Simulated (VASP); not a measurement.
# HgTe (Fm-3m) in VASP: a series of runs, part 2 of 2

VASP 6.6.1.

## 3. Electric field gradients, PBE (volume scaled by 0.98)

File INCAR:

```
SYSTEM = HgTe
PREC = Accurate ; ENCUT = 520
EDIFF = 1E-8 ; ISMEAR = -1
SIGMA = 0.08 ; LREAL = .False.
LASPH = .True. ; NELM = 80
ALGO = Normal ; ISIF = 2
LWAVE = .False. ; LCHARG = .False.
GGA = PE ; LEFG = .True.
NBANDS = 16
```

File KPOINTS:

```
regular mesh
0
Gamma
  12 12 12
  0 0 0
```

File POSCAR:

```
HgTe
1.0
    0.0000000000      2.9018920266      2.9018920266
    2.9018920266      0.0000000000      2.9018920266
    2.9018920266      2.9018920266      0.0000000000
Hg Te
1 1
Direct
    0.0000000000      0.0000000000      0.0000000000
    0.5000000000      0.5000000000      0.5000000000
```

Potentials or basis: VASP PAW PBE potentials, release 64 (Hg, Te).

Launch:

```
> cat potpaw_PBE.64/Hg/POTCAR potpaw_PBE.64/Te/POTCAR > POTCAR
> mpirun -np 1 vasp_std > vasp.out
```

OUTCAR:

```text
SYSTEM = HgTe
   PREC = Accurate
   ENCUT = 520
   EDIFF = 1E-8
   ISMEAR = -1
   LREAL = .False.
   LASPH = .True.
   NELM = 80
   ISIF = 2
   GGA = PE

 ion  position               nearest neighbor table
   1  0.000  0.000  0.000-   2 2.90   2 2.90   2 2.90   2 2.90   2 2.90   2 2.90
   2  0.500  0.500  0.500-   1 2.90   1 2.90   1 2.90   1 2.90   1 2.90   1 2.90

  LATTYP: Found a face centered cubic cell.
 ALAT       =     5.8037840532

  Lattice vectors:

 A1 = (   0.0000000000,   2.9018920266,   2.9018920266)
 A2 = (   2.9018920266,   0.0000000000,   2.9018920266)
 A3 = (   2.9018920266,   2.9018920266,   0.0000000000)

Analysis of symmetry for initial positions (statically):
=====================================================================
 Subroutine PRICEL returns:
 Original cell was already a primitive cell.

 Routine SETGRP: Setting up the symmetry group for a
 face centered cubic supercell.

 Subroutine GETGRP returns: Found 48 space group operations
 (whereof 48 operations were pure point group operations)
 out of a pool of 48 trial point group operations.

The static configuration has the point symmetry O_h .

Analysis of symmetry for dynamics (positions and initial velocities):
=====================================================================
 Subroutine PRICEL returns:
 Original cell was already a primitive cell.

 Routine SETGRP: Setting up the symmetry group for a
 face centered cubic supercell.

 Subroutine GETGRP returns: Found 48 space group operations
 (whereof 48 operations were pure point group operations)
 out of a pool of 48 trial point group operations.

The dynamic configuration has the point symmetry O_h .

[... 150 lines left out ...]
 Fermi energy:         6.1944826655

 k-point     1 :       0.0000    0.0000    0.0000
  band No.  band energies     occupation
      1      -7.0009      2.00000
      2      -1.1438      2.00000
      3      -1.1438      2.00000
      4      -1.0802      2.00000
      5      -1.0802      2.00000
      6      -1.0802      2.00000
[... 433 lines left out ...]
      3      -1.5763      2.00000
      4      -1.3532      2.00000
      5      -0.8281      2.00000
      6      -0.7865      2.00000
[... 8 lines left out ...]
     15      16.6102      0.00000
     16      17.4156      0.00000

 [... further k-points ...]
[... 5 lines left out ...]
  --------------------------------------------------------------------------------------
  -------------------------------------------------------------------------------------
  Total        3.8976728      3.8976728      3.8976728      0.0000000      0.0000000     -0.0000000
  in kB      127.7739183    127.7739183    127.7739183      0.0000000      0.0000000     -0.0000000
  external PRESSURE =     127.7739183 kB  Pullay stress =       0.0000000 kB

 VOLUME and BASIS-vectors are now :
 -----------------------------------------------------------------------------
  energy-cutoff  :      520.00
  volume of cell :       48.87
      direct lattice vectors                 reciprocal lattice vectors
     0.000000000  2.901892027  2.901892027    -0.172301380  0.172301380  0.172301380
     2.901892027  0.000000000  2.901892027     0.172301380 -0.172301380  0.172301380
     2.901892027  2.901892027  0.000000000     0.172301380  0.172301380 -0.172301380

 POSITION                                       TOTAL-FORCE (eV/Angst)
 -----------------------------------------------------------------------------------
      0.00000      0.00000      0.00000         0.000000     -0.000000     -0.000000
      2.90189      2.90189      2.90189        -0.000000      0.000000      0.000000
 -----------------------------------------------------------------------------------
    total drift:                                0.000000     -0.000000     -0.000000

  FREE ENERGIE OF THE ION-ELECTRON SYSTEM (eV)
  ---------------------------------------------------
  free  energy   TOTEN  =        -3.0455685793 eV

  energy  without entropy=       -3.0222359095  energy(sigma->0) =       -3.03390224

 Electric field gradients (V/A^2)
---------------------------------------------------------------------
 ion       V_xx      V_yy      V_zz      V_xy      V_xz      V_yz
---------------------------------------------------------------------
   1      -0.000     0.000    -0.000     0.000     0.000     0.000
   2      -0.000     0.000     0.000    -0.000    -0.000    -0.000
---------------------------------------------------------------------

 Electric field gradients after diagonalization (V/A^2)
 (convention: |V_zz| > |V_xx| > |V_yy|)
----------------------------------------------------------------------
 ion       V_xx      V_yy      V_zz     asymmetry (V_yy - V_xx)/ V_zz
----------------------------------------------------------------------
   1      -0.000    -0.000     0.000       0.000
   2       0.000     0.000    -0.000       0.000
----------------------------------------------------------------------

           NMR quadrupolar parameters

 Cq : quadrupolar parameter    Cq=e*Q*V_zz/h
 eta: asymmetry parameters     (V_yy - V_xx)/ V_zz
 Q  : nuclear electric quadrupole moment in mb (millibarn)
----------------------------------------------------------------------
 ion       Cq(MHz)       eta       Q (mb)
----------------------------------------------------------------------
   1       0.000       0.000       1.000
   2      -0.000       0.000       1.000
----------------------------------------------------------------------
```

OSZICAR:

```text
N       E                     dE             d eps       ncg     rms          rms(c)
DAV:   1     0.108335176222E+03    0.10834E+03   -0.85540E+03  2344   0.102E+03
DAV:   2    -0.316821483248E-01   -0.10837E+03   -0.10106E+03  2640   0.239E+02
DAV:   3    -0.325049498231E+01   -0.32188E+01   -0.32102E+01  2832   0.424E+01
DAV:   4    -0.327141136742E+01   -0.20916E-01   -0.20915E-01  2832   0.332E+00
DAV:   5    -0.327174262475E+01   -0.33126E-03   -0.33126E-03  2984   0.386E-01    0.105E+01
DAV:   6    -0.305328783499E+01    0.21845E+00   -0.42287E-01  2808   0.913E+00    0.776E+00
DAV:   7    -0.304677139910E+01    0.65164E-02   -0.85310E-02  2880   0.209E+00    0.232E+00
DAV:   8    -0.304560563702E+01    0.11658E-02   -0.94033E-03  2472   0.116E+00    0.588E-01
DAV:   9    -0.304555295300E+01    0.52684E-04   -0.59702E-04  2968   0.281E-01    0.980E-02
DAV:  10    -0.304556398984E+01   -0.11037E-04   -0.48231E-05  2880   0.642E-02    0.375E-02
DAV:  11    -0.304556961654E+01   -0.56267E-05   -0.11529E-05  2856   0.290E-02    0.308E-02
DAV:  12    -0.304556874454E+01    0.87200E-06   -0.15628E-06  2504   0.117E-02    0.121E-02
DAV:  13    -0.304556873761E+01    0.69288E-08   -0.14227E-07  3064   0.217E-03    0.935E-03
DAV:  14    -0.304556864736E+01    0.90254E-07   -0.50733E-08  2672   0.251E-03    0.288E-03
DAV:  15    -0.304556857887E+01    0.68491E-07   -0.11162E-08  2224   0.649E-04    0.156E-03
DAV:  16    -0.304556857934E+01   -0.46680E-09   -0.75030E-10  1360   0.171E-04
   1 F= -.30455686E+01 E0= -.30339022E+01  d E =-.233327E-01
```

stdout:

```text
POSCAR found type information on POSCAR HgTe
 POSCAR found :  2 types and       2 ions
 scaLAPACK will be used
 LDA part: xc-table for (Slater+PW92), standard interpolation
 POSCAR, INCAR and KPOINTS ok, starting setup
 FFT: planning ... GRIDC
 FFT: planning ... GRID_SOFT
 FFT: planning ... GRID
 WAVECAR not read
 entering main loop
ion   1

ion   2
```

Wall time 32 s (1 thread of AMD EPYC 9R45 (Zen 5), shared host); peak memory 0.18 GiB.

What came out:

- Free energy: -3.0456 eV
- Pressure: 12.8 GPa
- Band gap on the k mesh: zero (band 9 reaches 6.66 eV, above the bottom of band 10 at 3.30 eV)

Caveat: without QUAD_EFG the Cq values of the log hold for a quadrupole moment of 1 mb, not for the nuclei; spin-orbit coupling is left out, which moves the levels of the heavy elements.

## 4. Electric field gradients, PBE (volume scaled by 1.02)

File INCAR:

```
  PREC = Accurate
  ENCUT = 520
  EDIFF = 1E-8
  ISMEAR = -1
  SIGMA = 0.08
  LREAL = False
  LASPH = True
  NELM = 60
  ALGO = Normal
  ISIF = 2
  LWAVE = False
  LCHARG = False
  GGA = PE
  LEFG = True
  NBANDS = 16
```

File KPOINTS:

```
regular mesh
0
Gamma
  12 12 12
```

File POSCAR:

```
HgTe
1.0
    0.0000000000      2.9408482460      2.9408482460
    2.9408482460      0.0000000000      2.9408482460
    2.9408482460      2.9408482460      0.0000000000
Hg Te
1 1
Direct
    0.0000000000      0.0000000000      0.0000000000
    0.5000000000      0.5000000000      0.5000000000
```

Potentials or basis: VASP PAW PBE potentials, release 64 (Hg, Te).

Launch:

```
> cat potpaw_PBE.64/Hg/POTCAR potpaw_PBE.64/Te/POTCAR > POTCAR
> mpirun -np 1 vasp_std > vasp.out
```

OUTCAR:

```text
PREC = Accurate
   ENCUT = 520
   EDIFF = 1E-8
   ISMEAR = -1
   LREAL = False
   LASPH = True
   NELM = 60
   ISIF = 2
   GGA = PE

 ion  position               nearest neighbor table
   1  0.000  0.000  0.000-   2 2.94   2 2.94   2 2.94   2 2.94   2 2.94   2 2.94
   2  0.500  0.500  0.500-   1 2.94   1 2.94   1 2.94   1 2.94   1 2.94   1 2.94

  LATTYP: Found a face centered cubic cell.
 ALAT       =     5.8816964920

  Lattice vectors:

 A1 = (   0.0000000000,   2.9408482460,   2.9408482460)
 A2 = (   2.9408482460,   0.0000000000,   2.9408482460)
 A3 = (   2.9408482460,   2.9408482460,   0.0000000000)

Analysis of symmetry for initial positions (statically):
=====================================================================
 Subroutine PRICEL returns:
 Original cell was already a primitive cell.

 Routine SETGRP: Setting up the symmetry group for a
 face centered cubic supercell.

 Subroutine GETGRP returns: Found 48 space group operations
 (whereof 48 operations were pure point group operations)
 out of a pool of 48 trial point group operations.

The static configuration has the point symmetry O_h .

Analysis of symmetry for dynamics (positions and initial velocities):
=====================================================================
 Subroutine PRICEL returns:
 Original cell was already a primitive cell.

 Routine SETGRP: Setting up the symmetry group for a
 face centered cubic supercell.

 Subroutine GETGRP returns: Found 48 space group operations
 (whereof 48 operations were pure point group operations)
 out of a pool of 48 trial point group operations.

The dynamic configuration has the point symmetry O_h .

 Subroutine INISYM returns: Found 48 space group operations
 (whereof 48 operations are pure point group operations),
 and found     1 'primitive' translations

----------------------------------------------------------------------------------------

                                     Primitive cell

  volume of cell :      50.8684

  direct lattice vectors                    reciprocal lattice vectors
     0.000000000  2.940848246  2.940848246    -0.170018973  0.170018973  0.170018973
     2.940848246  0.000000000  2.940848246     0.170018973 -0.170018973  0.170018973
     2.940848246  2.940848246  0.000000000     0.170018973  0.170018973 -0.170018973

  length of vectors
     4.158987474  4.158987474  4.158987474     0.294481500  0.294481500  0.294481500

  position of ions in fractional coordinates (direct lattice)
     0.000000000  0.000000000  0.000000000
     0.500000000  0.500000000  0.500000000

  ion indices of the primitive-cell ions
   primitive index   ion index
                 1           1
                 2           2

----------------------------------------------------------------------------------------

 KPOINTS: regular mesh

Automatic generation of k-mesh.
 Grid dimensions read from file:
 generate k-points for:   12   12   12

 Generating k-lattice:

[... 63 lines left out ...]
   EDIFFG = 0.1E-06   stopping-criterion for IOM
   NSW    =      0    number of steps for IOM
   IBRION =     -1    ionic relax: 0-MD 1-quasi-New 2-CG
   NFREE  =      0    steps in history (QN), initial steepest desc. (CG)
   ISIF   =      2    stress and relaxation
   ISYM   =      2    0-nonsym 1-usesym 2-fastsym
   POTIM  = 0.5000    time-step for ionic-motion
   TEBEG  =    0.0;   TEEND  =   0.0 temperature during run
   PSTRESS=    0.0 pullay stress
   NELECT =      18.0000    total number of electrons
   NUPDOWN=      -1.0000    fix difference up-down
   EMIN   =  10.00;   EMAX   =-10.00  energy-range for DOS
   EFERMI =   0.00;   METHOD = LEGACY
   ISMEAR =    -1;   SIGMA  =   0.08  broadening in eV -4-tet -1-fermi 0-gaus
   EFERMI_NEDOS =   21; number of points for ismear=-14 and -15
   IALGO  =     38    algorithm
   IMIX   =      4    mixing-type and parameters
     AMIX     =   0.40;   BMIX     =  1.00
     AMIX_MAG =   1.60;   BMIX_MAG =  1.00
  volume/ion in A,a.u.               =      25.43       171.64
  Fermi-wavevector in a.u.,A,eV,Ry     =   1.157932  2.188174 18.242780  1.340806
  Thomas-Fermi vector in A             =   2.294539
   LORBIT       =      0    0 simple, 1 ext, 2 COOP (PROOUT), +10 PAW based schemes
   GGA     = PE    functional components
   LHFCALC =     F    Hartree Fock is set to
   AEXX    =    0.0000 exact exchange contribution
   IVDW    =     0    specifies the selected vdW correction
   LEPSILON=     F    determine dielectric tensor
   LRPA    =     F    only Hartree local field effects (RPA)
 non-spin polarized calculation
  energy-cutoff  :      520.00
  volume of cell :       50.87
 maximum number of plane-waves:      1391
   NGX = 15   NGY = 15   NGZ = 15

 number of electron      17.9999999 magnetization

 Free energy of the ion-electron system (eV)
  ---------------------------------------------------
  ext. energy  EPLUGINS =         0.00000000
  ---------------------------------------------------
  free energy    TOTEN  =        -3.17978011 eV

  energy without entropy =       -3.15596884  energy(sigma->0) =       -3.16787448

 E-fermi :   5.6792     XC(G=0): -10.4068

 val. band max:        5.6790422930   @ k =   0.4167   0.2500   0.0000
 cond. band min:       5.7039909309   @ k =   0.3333   0.0000   0.0000
 fundamental gap:      0.0249486379
 Fermi energy:         5.6792416735

 k-point     1 :       0.0000    0.0000    0.0000
  band No.  band energies     occupation
      1      -7.1728      2.00000
      2      -1.4684      2.00000
      3      -1.4684      2.00000
      4      -1.4052      2.00000
      5      -1.4052      2.00000
      6      -1.4052      2.00000
[... 433 lines left out ...]
      3      -1.8596      2.00000
      4      -1.6468      2.00000
      5      -1.1782      2.00000
      6      -1.1432      2.00000
[... 8 lines left out ...]
     15      16.0395      0.00000
     16      16.7634      0.00000

 [... further k-points ...]
[... 5 lines left out ...]
  --------------------------------------------------------------------------------------
  -------------------------------------------------------------------------------------
  Total        2.8035175      2.8035175      2.8035175      0.0000000      0.0000000     -0.0000000
  in kB       88.3010790     88.3010790     88.3010790      0.0000000      0.0000000     -0.0000000
  external PRESSURE =      88.3010790 kB  Pullay stress =       0.0000000 kB

 VOLUME and BASIS-vectors are now :
 -----------------------------------------------------------------------------
  energy-cutoff  :      520.00
  volume of cell :       50.87
      direct lattice vectors                 reciprocal lattice vectors
     0.000000000  2.940848246  2.940848246    -0.170018973  0.170018973  0.170018973
     2.940848246  0.000000000  2.940848246     0.170018973 -0.170018973  0.170018973
     2.940848246  2.940848246  0.000000000     0.170018973  0.170018973 -0.170018973

 POSITION                                       TOTAL-FORCE (eV/Angst)
 -----------------------------------------------------------------------------------
      0.00000      0.00000      0.00000        -0.000000      0.000000      0.000000
      2.94085      2.94085      2.94085         0.000000     -0.000000     -0.000000
 -----------------------------------------------------------------------------------
    total drift:                                0.000000     -0.000000     -0.000000

  FREE ENERGIE OF THE ION-ELECTRON SYSTEM (eV)
  ---------------------------------------------------
  free  energy   TOTEN  =        -3.1797801150 eV

  energy  without entropy=       -3.1559688420  energy(sigma->0) =       -3.16787448

 Electric field gradients (V/A^2)
---------------------------------------------------------------------
 ion       V_xx      V_yy      V_zz      V_xy      V_xz      V_yz
---------------------------------------------------------------------
   1      -0.000    -0.000     0.000     0.001     0.001     0.001
   2       0.000    -0.000    -0.000    -0.000    -0.000    -0.000
---------------------------------------------------------------------

 Electric field gradients after diagonalization (V/A^2)
 (convention: |V_zz| > |V_xx| > |V_yy|)
----------------------------------------------------------------------
 ion       V_xx      V_yy      V_zz     asymmetry (V_yy - V_xx)/ V_zz
----------------------------------------------------------------------
   1      -0.001    -0.001     0.001       0.000
   2       0.000     0.000    -0.000       0.000
----------------------------------------------------------------------

           NMR quadrupolar parameters

 Cq : quadrupolar parameter    Cq=e*Q*V_zz/h
 eta: asymmetry parameters     (V_yy - V_xx)/ V_zz
 Q  : nuclear electric quadrupole moment in mb (millibarn)
----------------------------------------------------------------------
 ion       Cq(MHz)       eta       Q (mb)
----------------------------------------------------------------------
   1       0.000       0.000       1.000
   2      -0.000       0.000       1.000
----------------------------------------------------------------------
```

OSZICAR:

```text
N       E                     dE             d eps       ncg     rms          rms(c)
DAV:   1     0.107624940945E+03    0.10762E+03   -0.83547E+03  2336   0.101E+03
DAV:   2    -0.958515237589E-01   -0.10772E+03   -0.10030E+03  2624   0.238E+02
DAV:   3    -0.337602136274E+01   -0.32802E+01   -0.32705E+01  2896   0.428E+01
DAV:   4    -0.339750851024E+01   -0.21487E-01   -0.21485E-01  2824   0.331E+00
DAV:   5    -0.339785950691E+01   -0.35100E-03   -0.35099E-03  2984   0.384E-01    0.946E+00
DAV:   6    -0.318629557353E+01    0.21156E+00   -0.41513E-01  2840   0.885E+00    0.712E+00
DAV:   7    -0.318075871586E+01    0.55369E-02   -0.79276E-02  2768   0.199E+00    0.228E+00
DAV:   8    -0.317980560111E+01    0.95311E-03   -0.82257E-03  2600   0.106E+00    0.548E-01
DAV:   9    -0.317976290760E+01    0.42694E-04   -0.55415E-04  2960   0.270E-01    0.878E-02
DAV:  10    -0.317977523481E+01   -0.12327E-04   -0.50685E-05  2816   0.643E-02    0.385E-02
DAV:  11    -0.317978100164E+01   -0.57668E-05   -0.11188E-05  2888   0.267E-02    0.253E-02
DAV:  12    -0.317978026230E+01    0.73933E-06   -0.14741E-06  2544   0.970E-03    0.108E-02
DAV:  13    -0.317978022935E+01    0.32952E-07   -0.12966E-07  3040   0.217E-03    0.744E-03
DAV:  14    -0.317978013868E+01    0.90669E-07   -0.60755E-08  2640   0.272E-03    0.462E-04
DAV:  15    -0.317978010837E+01    0.30311E-07   -0.86569E-09  1704   0.787E-04    0.340E-04
DAV:  16    -0.317978011495E+01   -0.65850E-08   -0.63397E-10  1376   0.195E-04
   1 F= -.31797801E+01 E0= -.31678745E+01  d E =-.238113E-01
```

Run time: 32 s. Hardware: 1 thread of AMD EPYC 9R45 (Zen 5), shared host; peak memory 0.19 GiB.

Results:

| Item | Value |
| --- | --- |
| Free energy | -3.1798 eV |
| Pressure | 8.8 GPa |
| Band gap on the k mesh | zero (band 9 reaches 6.09 eV, above the bottom of band 10 at 2.97 eV) |

Caveat: without QUAD_EFG the Cq values of the log hold for a quadrupole moment of 1 mb, not for the nuclei; spin-orbit coupling is left out, which moves the levels of the heavy elements.

## 5. The runs side by side

| cell | gap on the mesh (eV) | pressure (GPa) |
| --- | --- | --- |
| a = 4.076 Å, angles 60.0°, 2 atoms | none | 15.1 |
| a = 4.104 Å, angles 60.0°, 2 atoms | none | 12.8 |
| a = 4.159 Å, angles 60.0°, 2 atoms | none | 8.8 |

Alike in all rows: task electric field gradients; level PBE; potentials or basis VASP PAW PBE potentials, release 64 (Hg, Te); no spin polarisation; k mesh 12 × 12 × 12; cutoff (eV) 520; smearing fermi-dirac 0.08 eV.

Caveats: spin-orbit coupling is left out, which moves the levels of the heavy elements.

Absolute energies hang on the potentials; compare differences alone.
